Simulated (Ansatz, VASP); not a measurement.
# One calculation of K, two programs

```
CELL_PARAMETERS angstrom
0.00000 3.36097 3.36097
3.36097 0.00000 3.36097
3.36097 3.36097 0.00000
ATOMIC_POSITIONS crystal
K 0.00000 0.00000 0.00000
```

Alike in both runs: functional BLYP; k mesh 8 × 8 × 8; occupations fermi-dirac, width 0.1 eV; no spin polarisation.

Ansatz relaxed the structure, and its values are those at the end. VASP's run is a single point on that final structure, the one shown.

|  | VASP | Ansatz |
| --- | --- | --- |
| version | VASP 6.6.1 | Ansatz 0.2.0 |
| potentials or method | VASP PAW PBE potentials, release 64 (K_sv), cutoff 520 eV | plane waves (420 eV) with PAW, scalar-relativistic |
| valence electrons in the cell | 9 | 9 |

|  | VASP | Ansatz | Ansatz less VASP |
| --- | --- | --- | --- |
| pressure (GPa) | 0.0 | 0.0 | +0.01 |

VASP's potentials were made for PBE, not for BLYP.
